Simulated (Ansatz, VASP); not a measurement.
## One calculation of Hf2SiOF2, two programs

File INCAR:

```
ALGO = Normal ; EDIFF = 1E-6
ENCUT = 520 ; GGA = PE
ISIF = 2 ; ISMEAR = 0
LASPH = T ; LCHARG = T
LELF = T ; LREAL = F
LVHAR = T ; LWAVE = F
NBANDS = 31 ; NELM = 80
PREC = Accurate ; SIGMA = 0.1
```

File KPOINTS:

```
k-points
0
Gamma
  4 4 4
```

File POSCAR:

```
Hf2SiOF2
1.0
    3.8252084800      0.0000000000      0.0000000000
    0.0000000000      3.8252084800      0.0000000000
    0.0000000000      0.0000000000      6.3841931300
Hf Si O F
2 1 1 2
Direct
    0.5000000000      0.0000000000      0.3182089900
    0.0000000000      0.5000000000      0.6817910100
    0.5000000000      0.5000000000      0.0000000000
    0.0000000000      0.0000000000      0.0000000000
    0.5000000000      0.0000000000      0.8291289800
    0.0000000000      0.5000000000      0.1708710200
```

Input for Ansatz:

```yaml
crystal:
  lattice:
    - [3.82520848, 0.0, 0.0]
    - [0.0, 3.82520848, 0.0]
    - [0.0, 0.0, 6.38419313]
  atoms:
    - { symbol: Hf, position: [0.5, 0.0, 0.31820899] }
    - { symbol: Hf, position: [0.0, 0.5, 0.68179101] }
    - { symbol: Si, position: [0.5, 0.5, 0.0] }
    - { symbol: O, position: [0.0, 0.0, 0.0] }
    - { symbol: F, position: [0.5, 0.0, 0.82912898] }
    - { symbol: F, position: [0.0, 0.5, 0.17087102] }
basis:
  ecutwfc: 420
kpoints:
  mp_grid: { grid: [4, 4, 4] }
hamiltonian:
  xc: pbe
scf:
  occupations: { method: gaussian, width: 0.1 }
  lower_state_search: "off"
output:
  forces: true
  stress: true
  eigenvalues: true
```

Change from the starting cell: species swapped into the Nd2FeSi2Ru type (P-4m2, No. 115).

Alike in both runs: task single point; functional PBE; k mesh 4 × 4 × 4; occupations gaussian, width 0.1 eV; no spin polarisation.

```csv
,VASP,Ansatz
version,VASP 6.6.1,Ansatz 0.2.0
potentials or method,"VASP PAW PBE potentials, release 64 (Hf_pv, Si, O, F), cutoff 520 eV","scalar-relativistic, plane waves, PAW"
valence electrons in the cell,44,76
```

VASP gave:

```
gap on the k mesh at the Fermi level (eV)                     : none
pressure (GPa)                                                : -6.2
traceless stress, the component that is largest in VASP (GPa) : -1.11
rms of the force components (eV/Å)                            : 0.969
```

Task: Estimate Ansatz's values.

Result: gap on the k mesh at the Fermi level (eV): none; pressure (GPa): -5.6; traceless stress, the component that is largest in VASP (GPa): -1.07; rms of the force components (eV/Å): 0.963.

Atom by atom the forces differ by 0.010 eV/Å (rms over components). A gap of «none» marks a metal or a gap that the smearing closes. VASP's potentials hold 44 valence electrons a cell and Ansatz's 76, so a difference there can come from the potentials and not from the codes.

The k mesh is coarse, so the values compare programs but aren't converged. Spin-orbit coupling is off throughout.
